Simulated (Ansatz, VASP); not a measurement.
**Si2Ni in VASP and in Ansatz**

```
Ni Si
1.0
     0.00000    2.72323    2.72323
     2.72323    0.00000    2.72323
     2.72323    2.72323    0.00000
Ni Si
1 2
Cartesian
  0.0000 0.0000 0.0000
  1.3616 1.3616 1.3616
  4.0848 4.0848 4.0848
```

Alike in both runs: functional PBE; k mesh 14 × 14 × 14; occupations gaussian, width 0.1 eV; no spin polarisation.

Ansatz relaxed the structure, and its values are those at the end. VASP's run is a single point on that final structure, the one shown.

|  | VASP | Ansatz |
| --- | --- | --- |
| version | VASP 6.6.1 | Ansatz 0.2.0 |
| potentials or method | VASP PAW PBE potentials, release 64 (Ni, Si), cutoff 600 eV | scalar-relativistic, plane waves, PAW |
| valence electrons in the cell | 18 | 26 |

```tsv
	VASP	Ansatz	Ansatz less VASP
gap on the k mesh at the Fermi level (eV)	none	none	-
pressure (GPa)	-0.1	0.0	+0.14
```

A gap of «none» marks a metal or a gap that the smearing closes. The functional is the same, so the differences come from potentials, cutoffs and numerics. VASP's potentials hold 18 valence electrons a cell and Ansatz's 26, so a difference there can come from the potentials and not from the codes.
